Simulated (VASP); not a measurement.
# W (Fm-3m) in VASP: further runs, part 2 of 2

VASP 6.6.1. Earlier steps stand in the parts before.

## Step 4: Single point, r2SCAN

This run uses another cell than the first one, of 17.07 Å³/atom, 1.041 times its volume.

File POSCAR:

```
W
1.0
    0.0000000000      2.0434441004      2.0434441004
    2.0434441004      0.0000000000      2.0434441004
    2.0434441004      2.0434441004      0.0000000000
W
1
Direct
    0.0000000000      0.0000000000      0.0000000000
```

File INCAR.step1:

```
SYSTEM = W
  PREC = Accurate
  ENCUT = 520
  ISMEAR = -1
  SIGMA = 0.05
  LREAL = .False.
  LASPH = .True.
  NELM = 60
  NBANDS = 13
  GGA = PE
  ALGO = Normal
  EDIFF = 1E-4
  LWAVE = .True.
  LCHARG = .False.
```

File INCAR.step2:

```
SYSTEM = W
  PREC = Accurate
  ENCUT = 520
  EDIFF = 1E-6
  ISMEAR = -1
  SIGMA = 0.05
  LREAL = .False.
  LASPH = .True.
  NELM = 60
  ALGO = Normal
  ISIF = 2
  LWAVE = .False.
  LCHARG = .False.
  METAGGA = R2SCAN
  LMIXTAU = .True.
  NBANDS = 13
  ISTART = 1
```

File KPOINTS:

```
Automatic mesh
0
Gamma
  11 11 11
  0 0 0
```

Potentials or basis: VASP PAW PBE potentials, release 64 (W_sv).

The run is started by

```
> cat potpaw_PBE.64/W_sv/POTCAR > POTCAR
> cp INCAR.step1 INCAR
> mpirun -np 1 vasp_std > vasp.out
> cp INCAR.step2 INCAR
> mpirun -np 1 vasp_std > vasp.out
```

OUTCAR:

```text
SYSTEM = W
   PREC = Accurate
   ENCUT = 520
   EDIFF = 1E-6
   ISMEAR = -1
   LREAL = .False.
   LASPH = .True.
   NELM = 60
   ISIF = 2
   METAGGA = R2SCAN
   ISTART = 1

 ion  position               nearest neighbor table
   1  0.000  0.000  0.000-

  LATTYP: Found a face centered cubic cell.
 ALAT       =     4.0868882008

  Lattice vectors:

 A1 = (   0.0000000000,   2.0434441004,   2.0434441004)
 A2 = (   2.0434441004,   0.0000000000,   2.0434441004)
 A3 = (   2.0434441004,   2.0434441004,   0.0000000000)

Analysis of symmetry for initial positions (statically):
=====================================================================
 Subroutine PRICEL returns:
 Original cell was already a primitive cell.

 Routine SETGRP: Setting up the symmetry group for a
 face centered cubic supercell.

 Subroutine GETGRP returns: Found 48 space group operations
 (whereof 48 operations were pure point group operations)
 out of a pool of 48 trial point group operations.

The static configuration has the point symmetry O_h .

Analysis of symmetry for dynamics (positions and initial velocities):
=====================================================================
 Subroutine PRICEL returns:
 Original cell was already a primitive cell.

 Routine SETGRP: Setting up the symmetry group for a
 face centered cubic supercell.

 Subroutine GETGRP returns: Found 48 space group operations
 (whereof 48 operations were pure point group operations)
 out of a pool of 48 trial point group operations.

The dynamic configuration has the point symmetry O_h .

 Subroutine INISYM returns: Found 48 space group operations
 (whereof 48 operations are pure point group operations),
 and found     1 'primitive' translations

----------------------------------------------------------------------------------------

                                     Primitive cell
[... 114 lines left out ...]
   METAGGA = R2SCAN    functional components
   LHFCALC =     F    Hartree Fock is set to
   AEXX    =    0.0000 exact exchange contribution
   IVDW    =     0    specifies the selected vdW correction
   LEPSILON=     F    determine dielectric tensor
   LRPA    =     F    only Hartree local field effects (RPA)
 non-spin polarized calculation
  energy-cutoff  :      520.00
  volume of cell :       17.07
 maximum number of plane-waves:       477
 NGX is ok and might be reduce to    24
   NGX = 11   NGY = 11   NGZ = 11

 number of electron      14.0000001 magnetization

 Free energy of the ion-electron system (eV)
  ---------------------------------------------------
  ext. energy  EPLUGINS =         0.00000000
  ---------------------------------------------------
  free energy    TOTEN  =       -50.77306522 eV

  energy without entropy =      -50.76282796  energy(sigma->0) =      -50.76794659

 E-fermi :   9.8407     XC(G=0): -14.4826

 val. band max:        9.8138950997   @ k =   0.3636   0.0909   0.0000
 cond. band min:       9.8508327574   @ k =   0.1818   0.0909   0.0000
 fundamental gap:      0.0369376577
 Fermi energy:         9.8407443874

 k-point     1 :       0.0000    0.0000    0.0000
  band No.  band energies     occupation
      1     -65.8768      2.00000
      2     -28.8628      2.00000
      3     -28.8628      2.00000
      4     -28.8628      2.00000
      5       0.5381      2.00000
      6       9.2742      1.99998
      7       9.2742      1.99998
      8       9.2742      1.99998
      9      12.4860      0.00000
     10      12.4860      0.00000
     11      23.1288      0.00000
     12      28.6025      0.00000
     13      28.6025      0.00000
[... 354 lines left out ...]
  band No.  band energies     occupation
      1     -65.8099      2.00000
      2     -29.4630      2.00000
      3     -29.1145      2.00000
      4     -28.9353      2.00000
      5       3.7375      2.00000
      6       7.6894      2.00000
      7       9.2261      1.99999
      8      10.8385      0.00000
      9      10.9071      0.00000
     10      14.3192      0.00000
     11      24.4231      0.00000
     12      27.9675      0.00000
     13      28.9354      0.00000

 [... further k-points ...]

------------------------ aborting loop because EDIFF is reached ----------------------------------------

  FORCE on cell =-STRESS in cart. coord.  units (eV):
  Direction    XX          YY          ZZ          XY          YZ          ZX
  --------------------------------------------------------------------------------------
  -------------------------------------------------------------------------------------
  Total       -1.4288108     -1.4288108     -1.4288108     -0.0000000     -0.0000000      0.0000000
  in kB     -134.1426977   -134.1426977   -134.1426977     -0.0000000     -0.0000000      0.0000000
  external PRESSURE =    -134.1426977 kB  Pullay stress =       0.0000000 kB

 VOLUME and BASIS-vectors are now :
 -----------------------------------------------------------------------------
  energy-cutoff  :      520.00
  volume of cell :       17.07
      direct lattice vectors                 reciprocal lattice vectors
     0.000000000  2.043444100  2.043444100    -0.244684941  0.244684941  0.244684941
     2.043444100  0.000000000  2.043444100     0.244684941 -0.244684941  0.244684941
     2.043444100  2.043444100  0.000000000     0.244684941  0.244684941 -0.244684941

 POSITION                                       TOTAL-FORCE (eV/Angst)
 -----------------------------------------------------------------------------------
      0.00000      0.00000      0.00000         0.000000      0.000000      0.000000
 -----------------------------------------------------------------------------------
    total drift:                               -0.000000      0.000000      0.000000

  FREE ENERGIE OF THE ION-ELECTRON SYSTEM (eV)
  ---------------------------------------------------
  free  energy   TOTEN  =       -50.7730652184 eV

  energy  without entropy=      -50.7628279554  energy(sigma->0) =      -50.76794659
```

OUTCAR.step1:

```text
SYSTEM = W
   PREC = Accurate
   ENCUT = 520
   ISMEAR = -1
   LREAL = .False.
   LASPH = .True.
[... 599 lines left out ...]

 POSITION                                       TOTAL-FORCE (eV/Angst)
 -----------------------------------------------------------------------------------
      0.00000      0.00000      0.00000         0.000000      0.000000      0.000000
 -----------------------------------------------------------------------------------
    total drift:                               -0.000000      0.000000     -0.000000

  FREE ENERGIE OF THE ION-ELECTRON SYSTEM (eV)
  ---------------------------------------------------
  free  energy   TOTEN  =       -12.4670710389 eV

  energy  without entropy=      -12.4578329927  energy(sigma->0) =      -12.46245202
```

OSZICAR.step1:

```text
N       E                     dE             d eps       ncg     rms          rms(c)
DAV:   1     0.842878939800E+02    0.84288E+02   -0.75109E+03  1464   0.120E+03
DAV:   2    -0.114707330441E+02   -0.95759E+02   -0.92084E+02  1636   0.313E+02
DAV:   3    -0.131139077384E+02   -0.16432E+01   -0.16359E+01  1591   0.398E+01
DAV:   4    -0.131212377183E+02   -0.73300E-02   -0.73298E-02  1646   0.294E+00
DAV:   5    -0.131213094860E+02   -0.71768E-04   -0.71767E-04  1626   0.272E-01    0.177E+01
DAV:   6    -0.125959609424E+02    0.52535E+00   -0.46838E-01  1531   0.892E+00    0.659E+00
DAV:   7    -0.124713592564E+02    0.12460E+00   -0.21576E-01  1641   0.570E+00    0.656E-01
DAV:   8    -0.124672258753E+02    0.41334E-02   -0.42699E-03  1471   0.839E-01    0.999E-02
DAV:   9    -0.124670737423E+02    0.15213E-03   -0.17793E-04  1620   0.154E-01    0.373E-02
DAV:  10    -0.124670710389E+02    0.27034E-05   -0.16928E-05   743   0.529E-02
   1 F= -.12467071E+02 E0= -.12462452E+02  d E =-.923805E-02
```

Run time: 17 s. Hardware: 1 thread of Intel Xeon 6975P-C (Granite Rapids), shared host; peak memory 0.15 GiB.

What came out:

```yaml
Free_energy: -50.7731 eV
Pressure: -13.4 GPa
Band_gap_on_the_k_mesh: zero (band 7 reaches 12.24 eV, above the bottom of band 8 at 9.27 eV)
```

Levels at points of the mesh, in eV from the Fermi level:
| k point | band 5 | band 6 | band 7 | band 8 | band 9 | band 10 |
| --- | --- | --- | --- | --- | --- | --- |
| (0.00, 0.00, 0.00) | -9.30 | -0.57 | -0.57 | -0.57 | 2.65 | 2.65 |

Caveat: the PAW data sets were made with another functional, which shifts forces and pressure a little; spin-orbit coupling is left out, which moves the levels of the heavy elements.

## Step 5: Single point, r2SCAN

This run uses another cell than the first one, of 17.40 Å³/atom, 1.061 times its volume.

File POSCAR:

```
W
1.0
    0.0000000000      2.0567135898      2.0567135898
    2.0567135898      0.0000000000      2.0567135898
    2.0567135898      2.0567135898      0.0000000000
W
1
Direct
    0.0000000000      0.0000000000      0.0000000000
```

File INCAR.step1:

```
SYSTEM = W
ALGO     = Normal         ! electronic algorithm
EDIFF    = 1E-4           ! SCF threshold, eV
ENCUT    = 520            ! plane-wave cutoff, eV
GGA      = PE             ! functional
ISMEAR   = -1             ! smearing method
LASPH    = .TRUE.         ! aspherical terms in the spheres
LCHARG   = .FALSE.        ! write CHGCAR
LREAL    = .FALSE.        ! projectors in reciprocal space
LWAVE    = .TRUE.         ! write WAVECAR
NBANDS   = 13             ! bands
NELM     = 60             ! most SCF steps
PREC     = Accurate       ! precision mode
SIGMA    = 0.05           ! smearing width, eV
```

File INCAR.step2:

```
SYSTEM = W
ALGO     = Normal         ! electronic algorithm
EDIFF    = 1E-6           ! SCF threshold, eV
ENCUT    = 520            ! plane-wave cutoff, eV
ISIF     = 2              ! what is computed and relaxed
ISMEAR   = -1             ! smearing method
ISTART   = 1            
LASPH    = .TRUE.         ! aspherical terms in the spheres
LCHARG   = .FALSE.        ! write CHGCAR
LMIXTAU  = .TRUE.       
LREAL    = .FALSE.        ! projectors in reciprocal space
LWAVE    = .FALSE.        ! write WAVECAR
METAGGA  = R2SCAN         ! meta-GGA
NBANDS   = 13             ! bands
NELM     = 60             ! most SCF steps
PREC     = Accurate       ! precision mode
SIGMA    = 0.05           ! smearing width, eV
```

File KPOINTS:

```
k-points
0
G
  11 11 11
  0 0 0
```

The run is started by

```
> cat potpaw_PBE.64/W_sv/POTCAR > POTCAR
> cp INCAR.step1 INCAR
> mpirun -np 1 vasp_std > vasp.out
> cp INCAR.step2 INCAR
> mpirun -np 1 vasp_std > vasp.out
```

Run time: 17 s. Hardware: 1 thread of Intel Xeon 6975P-C (Granite Rapids), shared host; peak memory 0.15 GiB.

The run converged. Its results:

```
Free energy            : -50.7404 eV
Pressure               : -17.9 GPa
Band gap on the k mesh : zero (band 7 reaches 11.89 eV, above the bottom of band 8 at 9.04 eV)
```

Levels at points of the mesh, in eV from the Fermi level:
```
           k point  band 5  band 6  band 7  band 8  band 9  band 10
(0.00, 0.00, 0.00)   -9.20   -0.55   -0.55   -0.55    2.58     2.58
```

Caveat: the PAW data sets were made with another functional, which shifts forces and pressure a little; spin-orbit coupling is left out, which moves the levels of the heavy elements.

## Step 6: Single point, r2SCAN

This run uses another cell than the first one, of 17.73 Å³/atom, 1.082 times its volume.

File POSCAR:

```
W
1.0
    0.0000000000      2.0698140295      2.0698140295
    2.0698140295      0.0000000000      2.0698140295
    2.0698140295      2.0698140295      0.0000000000
W
1
Direct
    0.0000000000      0.0000000000      0.0000000000
```

File INCAR.step1:

```
  PREC = Accurate
  ENCUT = 520
  ISMEAR = -1
  SIGMA = 0.05
  LREAL = False
  LASPH = True
  NELM = 80
  NBANDS = 13
  GGA = PE
  ALGO = Normal
  EDIFF = 1E-4
  LWAVE = True
  LCHARG = False
```

File INCAR.step2:

```
  PREC = Accurate
  ENCUT = 520
  EDIFF = 1E-7
  ISMEAR = -1
  SIGMA = 0.05
  LREAL = False
  LASPH = True
  NELM = 80
  ALGO = Normal
  ISIF = 2
  LWAVE = False
  LCHARG = False
  METAGGA = R2SCAN
  LMIXTAU = True
  NBANDS = 13
  ISTART = 1
```

File KPOINTS:

```
Automatic mesh
0
Gamma
  11 11 11
```

Potentials or basis: VASP PAW PBE potentials, release 64 (W_sv).

The run is started by

```
> cat potpaw_PBE.64/W_sv/POTCAR > POTCAR
> cp INCAR.step1 INCAR
> mpirun -np 1 vasp_std > vasp.out
> cp INCAR.step2 INCAR
> mpirun -np 1 vasp_std > vasp.out
```

Run time: 20 s. Hardware: 1 thread of Intel Xeon 6975P-C (Granite Rapids), shared host; peak memory 0.15 GiB.

Results (log left out):

* Free energy: -50.6987 eV
* Pressure: -22.0 GPa
* Band gap on the k mesh: zero (band 7 reaches 11.55 eV, above the bottom of band 8 at 8.81 eV)

Levels at points of the mesh, in eV from the Fermi level:
```tsv
k point	band 5	band 6	band 7	band 8	band 9	band 10
(0.00, 0.00, 0.00)	-9.10	-0.53	-0.53	-0.53	2.52	2.52
```

Caveat: the PAW data sets were made with another functional, which shifts forces and pressure a little; spin-orbit coupling is left out, which moves the levels of the heavy elements.

## Step 7: Overview

| cell | gap on the mesh (eV) | pressure (GPa) |
| --- | --- | --- |
| a = 2.852 Å, angles 60.0°, 1 atom | none | -2.8 |
| a = 2.871 Å, angles 60.0°, 1 atom | none | -8.4 |
| a = 2.890 Å, angles 60.0°, 1 atom | none | -13.4 |
| a = 2.909 Å, angles 60.0°, 1 atom | none | -17.9 |
| a = 2.927 Å, angles 60.0°, 1 atom | none | -22.0 |

Alike in all rows: task single point; level r2SCAN; potentials or basis VASP PAW PBE potentials, release 64 (W_sv); no spin polarisation; k mesh 11 × 11 × 11; cutoff (eV) 520; smearing fermi-dirac 0.05 eV.

Caveats: the PAW data sets were made with another functional, which shifts forces and pressure a little; spin-orbit coupling is left out, which moves the levels of the heavy elements.

Total energies depend on the potentials used, so only differences within one code and one set of settings carry meaning.
